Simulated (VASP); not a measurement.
# TiC (Fm-3m) in VASP: a series of runs

The runs below take TiC through single point, with PBEsol.

Program: VASP 6.6.1. These are calculated values, not measurements. Logs are shortened: lines on timing, memory, paths and dates and some standing lists are left out, and cuts for length are marked.

**1. The cell of the first run**

The structure is cubic, space group Fm-3m (No. 225). Conventional cell: a = 4.328 Å, b = 4.328 Å, c = 4.328 Å, α = 90.00°, β = 90.00°, γ = 90.00°. Ti (site symmetry m-3m) has 6 C at 2.16 Å within 2.9 Å. Within 2.9 Å of C (site symmetry m-3m) lie 6 Ti at 2.16 Å.

**2. Single point, PBEsol**

Contents of INCAR:

```
SYSTEM = TiC
PREC = Accurate ; ENCUT = 520
EDIFF = 1E-6 ; ISMEAR = 0
SIGMA = 0.15 ; LREAL = .False.
LASPH = .True. ; NELM = 100
ALGO = Normal ; ISIF = 2
LWAVE = .False. ; LCHARG = .False.
GGA = PS ; NBANDS = 15
```

Contents of KPOINTS:

```
Automatic mesh
0
Gamma
  18 18 18
  0 0 0
```

Contents of POSCAR:

```
TiC
1.0
    0.0000000000      2.1640000000      2.1640000000
    2.1640000000      0.0000000000      2.1640000000
    2.1640000000      2.1640000000      0.0000000000
Ti C
1 1
Direct
    0.0000000000      0.0000000000      0.0000000000
    0.5000000000      0.5000000000      0.5000000000
```

Potentials or basis: VASP PAW PBE potentials, release 64 (Ti_sv, C).

On the command line:

```console
$ cat potpaw_PBE.64/Ti_sv/POTCAR potpaw_PBE.64/C/POTCAR > POTCAR
$ mpirun -np 1 vasp_std > vasp.out
```

OUTCAR:

```text
SYSTEM = TiC
   PREC = Accurate
   ENCUT = 520
   EDIFF = 1E-6
   ISMEAR = 0
   LREAL = .False.
   LASPH = .True.
   NELM = 100
   ISIF = 2
   GGA = PS

 ion  position               nearest neighbor table
   1  0.000  0.000  0.000-   2 2.16   2 2.16   2 2.16   2 2.16   2 2.16   2 2.16
   2  0.500  0.500  0.500-   1 2.16   1 2.16   1 2.16   1 2.16   1 2.16   1 2.16

  LATTYP: Found a face centered cubic cell.
 ALAT       =     4.3280000000

  Lattice vectors:

 A1 = (   0.0000000000,   2.1640000000,   2.1640000000)
 A2 = (   2.1640000000,   0.0000000000,   2.1640000000)
 A3 = (   2.1640000000,   2.1640000000,   0.0000000000)

Analysis of symmetry for initial positions (statically):
=====================================================================
 Subroutine PRICEL returns:
 Original cell was already a primitive cell.

 Routine SETGRP: Setting up the symmetry group for a
 face centered cubic supercell.

 Subroutine GETGRP returns: Found 48 space group operations
 (whereof 48 operations were pure point group operations)
 out of a pool of 48 trial point group operations.

The static configuration has the point symmetry O_h .

Analysis of symmetry for dynamics (positions and initial velocities):
=====================================================================
 Subroutine PRICEL returns:
 Original cell was already a primitive cell.

 Routine SETGRP: Setting up the symmetry group for a
 face centered cubic supercell.

 Subroutine GETGRP returns: Found 48 space group operations
 (whereof 48 operations were pure point group operations)
 out of a pool of 48 trial point group operations.

The dynamic configuration has the point symmetry O_h .

 Subroutine INISYM returns: Found 48 space group operations
 (whereof 48 operations are pure point group operations),
 and found     1 'primitive' translations

----------------------------------------------------------------------------------------

                                     Primitive cell

  volume of cell :      20.2676

  direct lattice vectors                    reciprocal lattice vectors
     0.000000000  2.164000000  2.164000000    -0.231053604  0.231053604  0.231053604
     2.164000000  0.000000000  2.164000000     0.231053604 -0.231053604  0.231053604
     2.164000000  2.164000000  0.000000000     0.231053604  0.231053604 -0.231053604

  length of vectors
     3.060358149  3.060358149  3.060358149     0.400196582  0.400196582  0.400196582

  position of ions in fractional coordinates (direct lattice)
     0.000000000  0.000000000  0.000000000
     0.500000000  0.500000000  0.500000000

  ion indices of the primitive-cell ions
   primitive index   ion index
                 1           1
                 2           2

----------------------------------------------------------------------------------------

 KPOINTS: Automatic mesh

Automatic generation of k-mesh.
 Grid dimensions read from file:
 generate k-points for:   18   18   18

 Generating k-lattice:

  Cartesian coordinates                     Fractional coordinates (reciprocal lattice)
    -0.012836311  0.012836311  0.012836311     0.055555556  0.000000000  0.000000000
     0.012836311 -0.012836311  0.012836311     0.000000000  0.055555556  0.000000000
     0.012836311  0.012836311 -0.012836311     0.000000000  0.000000000  0.055555556

  Length of vectors
     0.022233143  0.022233143  0.022233143

  Shift w.r.t. Gamma in fractional coordinates (k-lattice)
     0.000000000  0.000000000  0.000000000

 Subroutine IBZKPT returns following result:
 ===========================================

 Found    195 irreducible k-points:

 Following reciprocal coordinates:
            Coordinates               Weight
  0.000000  0.000000  0.000000      1.000000
  0.055556  0.000000  0.000000      8.000000
  0.111111  0.000000  0.000000      8.000000
  0.166667  0.000000  0.000000      8.000000
  0.222222  0.000000  0.000000      8.000000
  0.277778  0.000000  0.000000      8.000000
[... 16 lines left out ...]
 -0.277778  0.055556  0.000000     24.000000
 -0.222222  0.055556  0.000000     24.000000
 [... further k-points ...]
   k-points           NKPTS =    195   k-points in BZ     NKDIM =    195   number of bands    NBANDS=     15
   number of dos      NEDOS =    301   number of ions     NIONS =      2
   total plane-waves  NPLWV =  13824
   dimension x,y,z NGX =    24 NGY =   24 NGZ =   24
   dimension x,y,z NGXF=    48 NGYF=   48 NGZF=   48
   ions per type =               1   1
   NGX,Y,Z   is equivalent  to a cutoff of  13.04, 13.04, 13.04 a.u.
   NGXF,Y,Z  is equivalent  to a cutoff of  26.07, 26.07, 26.07 a.u.
 SYSTEM =  TiC
   PREC   = accura    normal or accurate (medium, high low for compatibility)
   ISTART =      0    job   : 0-new  1-cont  2-samecut
   ICHARG =      2    charge: 1-file 2-atom 10-const
   ISPIN  =      1    spin polarized calculation?
   LNONCOLLINEAR =      F non collinear calculations
   LSORBIT =      F    spin-orbit coupling
   LASPH  =      T    aspherical Exc in radial PAW
   ENCUT  =  520.0 eV  38.22 Ry    6.18 a.u.   5.69  5.69  5.69*2*pi/ulx,y,z
   NELM   =    100;   NELMIN=  2; NELMDL= -5     # of ELM steps
   EDIFF  = 0.1E-05   stopping-criterion for ELM
   LREAL  =      F    real-space projection
   EDIFFG = 0.1E-04   stopping-criterion for IOM
   NSW    =      0    number of steps for IOM
   IBRION =     -1    ionic relax: 0-MD 1-quasi-New 2-CG
   NFREE  =      0    steps in history (QN), initial steepest desc. (CG)
   ISIF   =      2    stress and relaxation
   ISYM   =      2    0-nonsym 1-usesym 2-fastsym
   POTIM  = 0.5000    time-step for ionic-motion
   TEBEG  =    0.0;   TEEND  =   0.0 temperature during run
   PSTRESS=    0.0 pullay stress
   NELECT =      16.0000    total number of electrons
   NUPDOWN=      -1.0000    fix difference up-down
   EMIN   =  10.00;   EMAX   =-10.00  energy-range for DOS
   EFERMI =   0.00;   METHOD = LEGACY
   ISMEAR =     0;   SIGMA  =   0.15  broadening in eV -4-tet -1-fermi 0-gaus
   EFERMI_NEDOS =   21; number of points for ismear=-14 and -15
   IALGO  =     38    algorithm
   IMIX   =      4    mixing-type and parameters
     AMIX     =   0.40;   BMIX     =  1.00
     AMIX_MAG =   1.60;   BMIX_MAG =  1.00
  volume/ion in A,a.u.               =      10.13        68.39
  Fermi-wavevector in a.u.,A,eV,Ry     =   1.513030  2.859212 31.147275  2.289260
  Thomas-Fermi vector in A             =   2.622876
   LORBIT       =      0    0 simple, 1 ext, 2 COOP (PROOUT), +10 PAW based schemes
   GGA     = PS    functional components
   LHFCALC =     F    Hartree Fock is set to
   AEXX    =    0.0000 exact exchange contribution
   IVDW    =     0    specifies the selected vdW correction
   LEPSILON=     F    determine dielectric tensor
   LRPA    =     F    only Hartree local field effects (RPA)
 non-spin polarized calculation
 Gauss-broadening in eV      SIGMA  =   0.15
  energy-cutoff  :      520.00
  volume of cell :       20.27
 maximum number of plane-waves:       568
   NGX = 11   NGY = 11   NGZ = 11

 number of electron      16.0000001 magnetization

 Free energy of the ion-electron system (eV)
  ---------------------------------------------------
  ext. energy  EPLUGINS =         0.00000000
  ---------------------------------------------------
  free energy    TOTEN  =       -19.79536524 eV

  energy without entropy =      -19.79186312  energy(sigma->0) =      -19.79361418

 E-fermi :   9.3289     XC(G=0): -12.8725

 val. band max:        9.3081063814   @ k =   0.5000   0.5000   0.0000
 cond. band min:       9.3304818901   @ k =   0.4444   0.3889   0.0000
 fundamental gap:      0.0223755087
 Fermi energy:         9.3289301762

 k-point     1 :       0.0000    0.0000    0.0000
  band No.  band energies     occupation
      1     -46.9940      2.00000
      2     -23.1193      2.00000
      3     -23.1193      2.00000
      4     -23.1193      2.00000
      5      -3.0495      2.00000
      6       9.9937      0.00000
      7       9.9937      0.00000
      8       9.9937      0.00000
      9      11.0364      0.00000
     10      11.0364      0.00000
     11      11.0364      0.00000
     12      11.0601      0.00000
     13      11.0601      0.00000
     14      19.8402      0.00000
     15      23.2651      0.00000

 k-point     2 :       0.0556    0.0000    0.0000
  band No.  band energies     occupation
      1     -46.9918      2.00000
      2     -23.1353      2.00000
      3     -23.1208      2.00000
      4     -23.1208      2.00000
      5      -2.9787      2.00000
      6       9.6375      0.00362
      7       9.8608      0.00000
      8       9.8608      0.00000
      9      10.3888      0.00000
     10      10.3888      0.00000
     11      11.2289      0.00000
     12      11.9439      0.00000
     13      11.9439      0.00000
     14      19.9677      0.00000
     15      23.3018      0.00000

 k-point     3 :       0.1111    0.0000    0.0000
  band No.  band energies     occupation
      1     -46.9852      2.00000
      2     -23.1813      2.00000
      3     -23.1252      2.00000
      4     -23.1252      2.00000
      5      -2.7700      2.00000
      6       8.8970      1.99995
      7       9.2262      1.66731
      8       9.2262      1.66730
      9      10.3793      0.00000
     10      10.3793      0.00000
     11      11.5215      0.00000
     12      12.8908      0.00000
     13      12.8908      0.00000
     14      20.2928      0.00000
     15      23.3502      0.00000
[... 343 lines left out ...]
 k-point    23 :      -0.2778    0.0556    0.0000
  band No.  band energies     occupation
      1     -46.9441      2.00000
      2     -23.4519      2.00000
      3     -23.1695      2.00000
      4     -23.1451      2.00000
      5      -1.2204      2.00000
      6       5.7617      2.00000
      7       7.1228      2.00000
      8       7.3172      2.00000
      9      11.2086      0.00000
     10      11.5709      0.00000
     11      12.5238      0.00000
     12      15.3627      0.00000
     13      16.3638      0.00000
     14      19.9532      0.00000
     15      24.0796      0.00000

 k-point    24 :      -0.2222    0.0556    0.0000
  band No.  band energies     occupation
      1     -46.9570      2.00000
      2     -23.3665      2.00000
      3     -23.1606      2.00000
      4     -23.1361      2.00000
      5      -1.7699      2.00000
      6       6.6742      2.00000
      7       7.5714      2.00000
      8       7.8023      2.00000
      9      10.8370      0.00000
     10      11.2577      0.00000
     11      12.2475      0.00000
     12      14.5297      0.00000
     13      15.5782      0.00000
     14      20.6111      0.00000
     15      23.5417      0.00000

 [... further k-points ...]

------------------------ aborting loop because EDIFF is reached ----------------------------------------

  FORCE on cell =-STRESS in cart. coord.  units (eV):
  Direction    XX          YY          ZZ          XY          YZ          ZX
  --------------------------------------------------------------------------------------
  -------------------------------------------------------------------------------------
  Total       -0.7467759     -0.7467759     -0.7467759      0.0000000      0.0000000     -0.0000000
  in kB      -59.0335794    -59.0335794    -59.0335794      0.0000000      0.0000000     -0.0000000
  external PRESSURE =     -59.0335794 kB  Pullay stress =       0.0000000 kB

 VOLUME and BASIS-vectors are now :
 -----------------------------------------------------------------------------
  energy-cutoff  :      520.00
  volume of cell :       20.27
      direct lattice vectors                 reciprocal lattice vectors
     0.000000000  2.164000000  2.164000000    -0.231053604  0.231053604  0.231053604
     2.164000000  0.000000000  2.164000000     0.231053604 -0.231053604  0.231053604
     2.164000000  2.164000000  0.000000000     0.231053604  0.231053604 -0.231053604

 POSITION                                       TOTAL-FORCE (eV/Angst)
 -----------------------------------------------------------------------------------
      0.00000      0.00000      0.00000         0.000000      0.000000      0.000000
      2.16400      2.16400      2.16400         0.000000      0.000000      0.000000
 -----------------------------------------------------------------------------------
    total drift:                                0.000000     -0.000000     -0.000000

  FREE ENERGIE OF THE ION-ELECTRON SYSTEM (eV)
  ---------------------------------------------------
  free  energy   TOTEN  =       -19.7953652425 eV

  energy  without entropy=      -19.7918631214  energy(sigma->0) =      -19.79361418
```

Wall time 20 s (1 thread of Intel Xeon 6975P-C (Granite Rapids), shared host); peak memory 0.18 GiB.

What came out:

```
Free energy            : -19.7954 eV
Pressure               : -5.9 GPa
Band gap on the k mesh : zero (band 8 reaches 9.99 eV, above the bottom of band 9 at 8.92 eV)
```

Caveat: the PAW data sets were made with another functional, which shifts forces and pressure a little.

**3. Single point, PBEsol**

Contents of INCAR:

```
PREC     = Accurate       # precision mode
ENCUT    = 520            # plane-wave cutoff, eV
EDIFF    = 1E-7           # SCF threshold, eV
ISMEAR   = 0              # smearing method
SIGMA    = 0.15           # smearing width, eV
LREAL    = False          # projectors in reciprocal space
LASPH    = True           # aspherical terms in the spheres
NELM     = 60             # most SCF steps
ALGO     = Normal         # electronic algorithm
ISIF     = 2              # what is computed and relaxed
LWAVE    = False          # write WAVECAR
LCHARG   = False          # write CHGCAR
GGA      = PS             # functional
NBANDS   = 15             # bands
```

Contents of KPOINTS:

```
Automatic mesh
0
Gamma
  20 20 20
```

POSCAR is that of step 2.

Potentials or basis: VASP PAW PBE potentials, release 64 (Ti_sv, C).

On the command line:

```console
$ cat potpaw_PBE.64/Ti_sv/POTCAR potpaw_PBE.64/C/POTCAR > POTCAR
$ mpirun -np 1 vasp_std > vasp.out
```

Run time: 35 s. Hardware: 1 thread of AMD EPYC 9R45 (Zen 5), shared host; peak memory 0.16 GiB.

Results (log left out):

```
Free energy            : -19.7955 eV
Pressure               : -5.9 GPa
Band gap on the k mesh : zero (band 8 reaches 9.99 eV, above the bottom of band 9 at 8.92 eV)
```

Levels at points of the mesh, in eV from the Fermi level:
```
           k point  band 5  band 6  band 7  band 8  band 9  band 10  band 11  band 12
(0.00, 0.00, 0.00)  -12.38    0.67    0.67    0.67    1.71     1.71     1.71     1.73
(0.50, 0.00, 0.00)   -8.84   -5.88   -2.90   -2.90    2.93     2.93     4.12     8.17
(0.50, 0.50, 0.00)  -10.07   -3.44   -1.68   -0.02   -0.02     2.75     3.54     3.54
```

Caveat: the PAW data sets were made with another functional, which shifts forces and pressure a little.
